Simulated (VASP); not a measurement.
# SiGe (P6_3mc) in VASP: further runs

The runs below take SiGe through single point, with PBEsol.

All numbers are computed with VASP 6.6.1; they aren't measurements. Logs are shortened: lines on timing, memory, paths and dates and some standing lists are left out, and cuts for length are marked.

## Step 1: The cell of the first run

Symmetry: P6_3mc, No. 186, hexagonal system. The conventional cell has a = 3.900 Å, b = 3.900 Å, c = 6.443 Å, α = 90.00°, β = 90.00°, γ = 120.00°. Si (site symmetry 3m) has 4 Ge at 2.39 to 2.41 Å within 3.2 Å. Ge (site symmetry 3m) has 4 Si at 2.39 to 2.41 Å within 3.2 Å.

## Step 2: Single point, PBEsol

File INCAR:

```
SYSTEM = SiGe
ALGO = Normal
EDIFF = 1E-6
ENCUT = 520
GGA = PS
ISIF = 2
ISMEAR = 0
LASPH = .TRUE.
LCHARG = .TRUE.
LELF = .TRUE.
LREAL = .FALSE.
LVHAR = .TRUE.
LWAVE = .FALSE.
NBANDS = 26
NELM = 80
PREC = Accurate
SIGMA = 0.02
```

File KPOINTS:

```
k-points
0
G
  12 12 6
  0 0 0
```

File POSCAR:

```
SiGe
1.0
    3.9004653870      0.0000000000      0.0000000000
   -1.9502326935      3.3779021117      0.0000000000
    0.0000000000      0.0000000000      6.4431565742
Si Ge
2 2
Direct
    0.6666666667      0.3333333333      0.8745463082
    0.3333333333      0.6666666667      0.3745463082
    0.6666666667      0.3333333333      0.5004526918
    0.3333333333      0.6666666667      0.0004526918
```

Potentials or basis: VASP PAW PBE potentials, release 64 (Si, Ge_d).

Command:

```
> cat potpaw_PBE.64/Si/POTCAR potpaw_PBE.64/Ge_d/POTCAR > POTCAR
> mpirun -np 1 vasp_std > vasp.out
```

OUTCAR:

```text
SYSTEM = SiGe
   EDIFF = 1E-6
   ENCUT = 520
   GGA = PS
   ISIF = 2
   ISMEAR = 0
   LASPH = .TRUE.
   LREAL = .FALSE.
   NELM = 80
   PREC = Accurate

 ion  position               nearest neighbor table
   1  0.667  0.333  0.875-   4 2.39   4 2.39   4 2.39   3 2.41
   2  0.333  0.667  0.375-   3 2.39   3 2.39   3 2.39   4 2.41
   3  0.667  0.333  0.500-   2 2.39   2 2.39   2 2.39   1 2.41
   4  0.333  0.667  0.000-   1 2.39   1 2.39   1 2.39   2 2.41

  LATTYP: Found a hexagonal cell.
 ALAT       =     3.9004653870
 C/A-ratio  =     1.6518943087

  Lattice vectors:

 A1 = (   3.9004653870,   0.0000000000,   0.0000000000)
 A2 = (  -1.9502326935,   3.3779021117,   0.0000000000)
 A3 = (   0.0000000000,   0.0000000000,   6.4431565742)

Analysis of symmetry for initial positions (statically):
=====================================================================
 Subroutine PRICEL returns:
 Original cell was already a primitive cell.

 Routine SETGRP: Setting up the symmetry group for a
 hexagonal supercell.

 Subroutine GETGRP returns: Found 12 space group operations
 (whereof  6 operations were pure point group operations)
 out of a pool of 24 trial point group operations.

The static configuration has the point symmetry C_3v.
 The point group associated with its full space group is C_6v.

Analysis of symmetry for dynamics (positions and initial velocities):
=====================================================================
 Subroutine PRICEL returns:
 Original cell was already a primitive cell.

 Routine SETGRP: Setting up the symmetry group for a
 hexagonal supercell.

 Subroutine GETGRP returns: Found 12 space group operations
 (whereof  6 operations were pure point group operations)
 out of a pool of 24 trial point group operations.

The dynamic configuration has the point symmetry C_3v.
 The point group associated with its full space group is C_6v.

 Subroutine INISYM returns: Found 12 space group operations
 (whereof  6 operations are pure point group operations),
 and found     1 'primitive' translations

----------------------------------------------------------------------------------------

                                     Primitive cell

  volume of cell :      84.8911

  direct lattice vectors                    reciprocal lattice vectors
     3.900465387  0.000000000  0.000000000     0.256379663  0.148020867  0.000000000
    -1.950232694  3.377902112  0.000000000     0.000000000  0.296041734  0.000000000
     0.000000000  0.000000000  6.443156574     0.000000000  0.000000000  0.155203430

  length of vectors
     3.900465387  3.900465387  6.443156574     0.296041734  0.296041734  0.155203430

  position of ions in fractional coordinates (direct lattice)
     0.666666667  0.333333333  0.874546308
     0.333333333  0.666666667  0.374546308
     0.666666667  0.333333333  0.500452692
     0.333333333  0.666666667  0.000452692

  ion indices of the primitive-cell ions
   primitive index   ion index
                 1           1
                 2           2
                 3           3
                 4           4

----------------------------------------------------------------------------------------

 KPOINTS: k-points

Automatic generation of k-mesh.
 Grid dimensions read from file:
 generate k-points for:   12   12    6

 Generating k-lattice:

  Cartesian coordinates                     Fractional coordinates (reciprocal lattice)
     0.021364972  0.012335072  0.000000000     0.083333333  0.000000000  0.000000000
     0.000000000  0.024670145  0.000000000     0.000000000  0.083333333  0.000000000
     0.000000000  0.000000000  0.025867238     0.000000000  0.000000000  0.166666667

  Length of vectors
     0.024670145  0.024670145  0.025867238

  Shift w.r.t. Gamma in fractional coordinates (k-lattice)
     0.000000000  0.000000000  0.000000000

 Subroutine IBZKPT returns following result:
 ===========================================

 Found     76 irreducible k-points:

 Following reciprocal coordinates:
            Coordinates               Weight
  0.000000  0.000000  0.000000      1.000000
  0.083333  0.000000  0.000000      6.000000
  0.166667  0.000000  0.000000      6.000000
  0.250000  0.000000  0.000000      6.000000
  0.333333  0.000000  0.000000      6.000000
  0.416667  0.000000  0.000000      6.000000
[... 16 lines left out ...]
  0.250000  0.000000  0.166667     12.000000
  0.333333  0.000000  0.166667     12.000000
 [... further k-points ...]
   k-points           NKPTS =     76   k-points in BZ     NKDIM =     76   number of bands    NBANDS=     26
   number of dos      NEDOS =    301   number of ions     NIONS =      4
   total plane-waves  NPLWV =  43200
   dimension x,y,z NGX =    30 NGY =   30 NGZ =   48
   dimension x,y,z NGXF=    60 NGYF=   60 NGZF=   96
   ions per type =               2   2
   NGX,Y,Z   is equivalent  to a cutoff of  12.79, 12.79, 12.38 a.u.
   NGXF,Y,Z  is equivalent  to a cutoff of  25.57, 25.57, 24.77 a.u.
 SYSTEM =  SiGe
   PREC   = accura    normal or accurate (medium, high low for compatibility)
   ISTART =      0    job   : 0-new  1-cont  2-samecut
   ICHARG =      2    charge: 1-file 2-atom 10-const
   ISPIN  =      1    spin polarized calculation?
   LNONCOLLINEAR =      F non collinear calculations
   LSORBIT =      F    spin-orbit coupling
   LASPH  =      T    aspherical Exc in radial PAW
   ENCUT  =  520.0 eV  38.22 Ry    6.18 a.u.   7.25  7.25 11.98*2*pi/ulx,y,z
   NELM   =     80;   NELMIN=  2; NELMDL= -5     # of ELM steps
   EDIFF  = 0.1E-05   stopping-criterion for ELM
   LREAL  =      F    real-space projection
   EDIFFG = 0.1E-04   stopping-criterion for IOM
   NSW    =      0    number of steps for IOM
   IBRION =     -1    ionic relax: 0-MD 1-quasi-New 2-CG
   NFREE  =      0    steps in history (QN), initial steepest desc. (CG)
   ISIF   =      2    stress and relaxation
   ISYM   =      2    0-nonsym 1-usesym 2-fastsym
   POTIM  = 0.5000    time-step for ionic-motion
   TEBEG  =    0.0;   TEEND  =   0.0 temperature during run
   PSTRESS=    0.0 pullay stress
   NELECT =      36.0000    total number of electrons
   NUPDOWN=      -1.0000    fix difference up-down
   EMIN   =  10.00;   EMAX   =-10.00  energy-range for DOS
   EFERMI =   0.00;   METHOD = LEGACY
   ISMEAR =     0;   SIGMA  =   0.02  broadening in eV -4-tet -1-fermi 0-gaus
   EFERMI_NEDOS =   21; number of points for ismear=-14 and -15
   IALGO  =     38    algorithm
   IMIX   =      4    mixing-type and parameters
     AMIX     =   0.40;   BMIX     =  1.00
     AMIX_MAG =   1.60;   BMIX_MAG =  1.00
  volume/ion in A,a.u.               =      21.22       143.22
  Fermi-wavevector in a.u.,A,eV,Ry     =   1.229952  2.324273 20.582658  1.512783
  Thomas-Fermi vector in A             =   2.364820
   LORBIT       =      0    0 simple, 1 ext, 2 COOP (PROOUT), +10 PAW based schemes
   GGA     = PS    functional components
   LHFCALC =     F    Hartree Fock is set to
   AEXX    =    0.0000 exact exchange contribution
   IVDW    =     0    specifies the selected vdW correction
   LEPSILON=     F    determine dielectric tensor
   LRPA    =     F    only Hartree local field effects (RPA)
 non-spin polarized calculation
 Gauss-broadening in eV      SIGMA  =   0.02
  energy-cutoff  :      520.00
  volume of cell :       84.89
 maximum number of plane-waves:      2316
 NGX is ok and might be reduce to    30
   NGX = 15   NGY = 15   NGZ = 23

 number of electron      35.9999968 magnetization

 Free energy of the ion-electron system (eV)
  ---------------------------------------------------
  ext. energy  EPLUGINS =         0.00000000
  ---------------------------------------------------
  free energy    TOTEN  =       -21.26127881 eV

  energy without entropy =      -21.26127881  energy(sigma->0) =      -21.26127881

 E-fermi :   5.6737     XC(G=0):  -9.8809

 val. band max:        5.5585153976   @ k =   0.0000   0.0000   0.0000
 cond. band min:       5.9061311926   @ k =   0.5000   0.0000   0.0000
 fundamental gap:      0.3476157950
 Fermi energy:         5.6736710417

 k-point     1 :       0.0000    0.0000    0.0000
  band No.  band energies     occupation
      1     -18.9668      2.00000
      2     -18.9668      2.00000
      3     -18.9635      2.00000
      4     -18.9635      2.00000
      5     -18.9606      2.00000
      6     -18.9606      2.00000
[... 18 lines left out ...]
     25       9.8353      0.00000
     26      11.9913      0.00000

 k-point     2 :       0.0833    0.0000    0.0000
  band No.  band energies     occupation
      1     -18.9669      2.00000
      2     -18.9664      2.00000
      3     -18.9636      2.00000
      4     -18.9631      2.00000
      5     -18.9604      2.00000
      6     -18.9602      2.00000
[... 18 lines left out ...]
     25      10.1492      0.00000
     26      11.4655      0.00000

 k-point     3 :       0.1667    0.0000    0.0000
  band No.  band energies     occupation
      1     -18.9674      2.00000
      2     -18.9655      2.00000
      3     -18.9639      2.00000
      4     -18.9621      2.00000
      5     -18.9597      2.00000
      6     -18.9589      2.00000
[... 18 lines left out ...]
     25      10.7374      0.00000
     26      10.9676      0.00000

 k-point     4 :       0.2500    0.0000    0.0000
  band No.  band energies     occupation
      1     -18.9684      2.00000
      2     -18.9648      2.00000
      3     -18.9637      2.00000
      4     -18.9609      2.00000
      5     -18.9583      2.00000
      6     -18.9573      2.00000
[... 18 lines left out ...]
     25      12.0387      0.00000
     26      12.0646      0.00000
[... 496 lines left out ...]
      1     -18.9673      2.00000
      2     -18.9659      2.00000
      3     -18.9634      2.00000
      4     -18.9619      2.00000
      5     -18.9599      2.00000
      6     -18.9591      2.00000
[... 18 lines left out ...]
     25      10.7511      0.00000
     26      11.1448      0.00000

 k-point    23 :       0.2500    0.0000    0.1667
  band No.  band energies     occupation
      1     -18.9683      2.00000
      2     -18.9657      2.00000
      3     -18.9627      2.00000
      4     -18.9607      2.00000
      5     -18.9586      2.00000
      6     -18.9575      2.00000
[... 18 lines left out ...]
     25      11.7773      0.00000
     26      11.8308      0.00000

 k-point    24 :       0.3333    0.0000    0.1667
  band No.  band energies     occupation
      1     -18.9694      2.00000
      2     -18.9661      2.00000
      3     -18.9616      2.00000
      4     -18.9596      2.00000
      5     -18.9571      2.00000
      6     -18.9560      2.00000
[... 18 lines left out ...]
     25      12.5632      0.00000
     26      12.9700      0.00000

 [... further k-points ...]

------------------------ aborting loop because EDIFF is reached ----------------------------------------

  FORCE on cell =-STRESS in cart. coord.  units (eV):
  Direction    XX          YY          ZZ          XY          YZ          ZX
  --------------------------------------------------------------------------------------
  -------------------------------------------------------------------------------------
  Total       -0.0069427     -0.0069427     -0.0024393      0.0000000      0.0000000      0.0000000
  in kB       -0.1310319     -0.1310319     -0.0460377      0.0000000      0.0000000      0.0000000
  external PRESSURE =      -0.1027005 kB  Pullay stress =       0.0000000 kB

 VOLUME and BASIS-vectors are now :
 -----------------------------------------------------------------------------
  energy-cutoff  :      520.00
  volume of cell :       84.89
      direct lattice vectors                 reciprocal lattice vectors
     3.900465387  0.000000000  0.000000000     0.256379663  0.148020867  0.000000000
    -1.950232694  3.377902112  0.000000000     0.000000000  0.296041734  0.000000000
     0.000000000  0.000000000  6.443156574     0.000000000  0.000000000  0.155203430

 POSITION                                       TOTAL-FORCE (eV/Angst)
 -----------------------------------------------------------------------------------
      1.95023      1.12597      5.63484         0.000000      0.000000     -0.000615
     -0.00000      2.25193      2.41326        -0.000000      0.000000     -0.000615
      1.95023      1.12597      3.22450        -0.000000      0.000000      0.000615
     -0.00000      2.25193      0.00292         0.000000      0.000000      0.000615
 -----------------------------------------------------------------------------------
    total drift:                                0.000000      0.000000      0.001089

  FREE ENERGIE OF THE ION-ELECTRON SYSTEM (eV)
  ---------------------------------------------------
  free  energy   TOTEN  =       -21.2612788078 eV

  energy  without entropy=      -21.2612788078  energy(sigma->0) =      -21.26127881
```

Run time: 81 s. Hardware: 1 thread of AMD EPYC 9R14 (Zen 4), shared host; peak memory 0.26 GiB.

What came out:

| Quantity | Value |
| --- | --- |
| Free energy | -21.2613 eV |
| Pressure | 0.0 GPa |
| Band gap on the k mesh | 0.35 eV (least direct gap 0.41 eV) |

Caveat: the PAW data sets were made with another functional, which shifts forces and pressure a little.

## Step 3: Single point, PBEsol

File INCAR:

```
SYSTEM = SiGe
PREC     = Accurate       ! precision mode
ENCUT    = 520            ! plane-wave cutoff, eV
EDIFF    = 1E-7           ! SCF threshold, eV
ISMEAR   = 0              ! smearing method
SIGMA    = 0.03           ! smearing width, eV
LREAL    = .FALSE.        ! projectors in reciprocal space
LASPH    = .TRUE.         ! aspherical terms in the spheres
NELM     = 60             ! most SCF steps
ALGO     = Normal         ! electronic algorithm
ISIF     = 2              ! what is computed and relaxed
LWAVE    = .FALSE.        ! write WAVECAR
LCHARG   = .TRUE.         ! write CHGCAR
GGA      = PS             ! functional
LELF     = .TRUE.         ! ELF
LVHAR    = .TRUE.       
NBANDS   = 26             ! bands
```

File KPOINTS:

```
regular mesh
0
G
  12 12 6
  0 0 0
```

POSCAR is that of step 2.

Potentials or basis: VASP PAW PBE potentials, release 64 (Si, Ge_d).

Command:

```
> cat potpaw_PBE.64/Si/POTCAR potpaw_PBE.64/Ge_d/POTCAR > POTCAR
> mpirun -np 1 vasp_std > vasp.out
```

OUTCAR:

```text
SYSTEM = SiGe
   PREC = Accurate
   ENCUT = 520
   EDIFF = 1E-7
   ISMEAR = 0
   LREAL = .FALSE.
   LASPH = .TRUE.
   NELM = 60
   ISIF = 2
   GGA = PS

 ion  position               nearest neighbor table
   1  0.667  0.333  0.875-   4 2.39   4 2.39   4 2.39   3 2.41
   2  0.333  0.667  0.375-   3 2.39   3 2.39   3 2.39   4 2.41
   3  0.667  0.333  0.500-   2 2.39   2 2.39   2 2.39   1 2.41
   4  0.333  0.667  0.000-   1 2.39   1 2.39   1 2.39   2 2.41

  LATTYP: Found a hexagonal cell.
 ALAT       =     3.9004653870
 C/A-ratio  =     1.6518943087
[... 896 lines left out ...]
  Direction    XX          YY          ZZ          XY          YZ          ZX
  --------------------------------------------------------------------------------------
  -------------------------------------------------------------------------------------
  Total       -0.0105964     -0.0105964     -0.0056998      0.0000000      0.0000000      0.0000000
  in kB       -0.1999888     -0.1999888     -0.1075750      0.0000000      0.0000000      0.0000000
  external PRESSURE =      -0.1691842 kB  Pullay stress =       0.0000000 kB

 VOLUME and BASIS-vectors are now :
 -----------------------------------------------------------------------------
  energy-cutoff  :      520.00
  volume of cell :       84.89
      direct lattice vectors                 reciprocal lattice vectors
     3.900465387  0.000000000  0.000000000     0.256379663  0.148020867  0.000000000
    -1.950232694  3.377902112  0.000000000     0.000000000  0.296041734  0.000000000
     0.000000000  0.000000000  6.443156574     0.000000000  0.000000000  0.155203430

 POSITION                                       TOTAL-FORCE (eV/Angst)
 -----------------------------------------------------------------------------------
      1.95023      1.12597      5.63484        -0.000000     -0.000000     -0.000622
     -0.00000      2.25193      2.41326         0.000000      0.000000     -0.000622
      1.95023      1.12597      3.22450         0.000000     -0.000000      0.000622
     -0.00000      2.25193      0.00292        -0.000000      0.000000      0.000622
 -----------------------------------------------------------------------------------
    total drift:                                0.000000      0.000000      0.001132

  FREE ENERGIE OF THE ION-ELECTRON SYSTEM (eV)
  ---------------------------------------------------
  free  energy   TOTEN  =       -21.2612788103 eV

  energy  without entropy=      -21.2612788103  energy(sigma->0) =      -21.26127881
```

OSZICAR:

```text
N       E                     dE             d eps       ncg     rms          rms(c)
DAV:   1     0.265713166650E+03    0.26571E+03   -0.17506E+04  4612   0.296E+03
DAV:   2     0.222939839745E+02   -0.24342E+03   -0.23445E+03  4000   0.641E+02
DAV:   3    -0.198521185441E+02   -0.42146E+02   -0.41634E+02  4770   0.155E+02
DAV:   4    -0.215981430371E+02   -0.17460E+01   -0.17431E+01  4734   0.347E+01
DAV:   5    -0.216349313072E+02   -0.36788E-01   -0.36779E-01  4804   0.576E+00    0.583E+00
DAV:   6    -0.213807331674E+02    0.25420E+00   -0.10497E-01  4604   0.240E+00    0.340E+00
DAV:   7    -0.212587356597E+02    0.12200E+00   -0.18275E-01  4324   0.275E+00    0.222E-01
DAV:   8    -0.212609737031E+02   -0.22380E-02   -0.16473E-02  4866   0.135E+00    0.109E-01
DAV:   9    -0.212611633619E+02   -0.18966E-03   -0.41914E-04  5140   0.179E-01    0.808E-02
DAV:  10    -0.212612567439E+02   -0.93382E-04   -0.96974E-05  4568   0.884E-02    0.240E-02
DAV:  11    -0.212612771448E+02   -0.20401E-04   -0.20665E-05  4630   0.243E-02    0.445E-03
DAV:  12    -0.212612786289E+02   -0.14841E-05   -0.18339E-06  4886   0.121E-02    0.203E-03
DAV:  13    -0.212612788121E+02   -0.18317E-06   -0.25308E-07  3828   0.421E-03    0.863E-04
DAV:  14    -0.212612788103E+02    0.17244E-08   -0.14381E-08  2426   0.117E-03
   1 F= -.21261279E+02 E0= -.21261279E+02  d E =-.314920E-18
```

Wall time 86 s (1 thread of AMD EPYC 9R14 (Zen 4), shared host); peak memory 0.25 GiB.

Results:

* Free energy: -21.2613 eV
* Pressure: 0.0 GPa
* Band gap on the k mesh: 0.35 eV (least direct gap 0.41 eV)

Caveat: the PAW data sets were made with another functional, which shifts forces and pressure a little. A k mesh can miss the band edges.
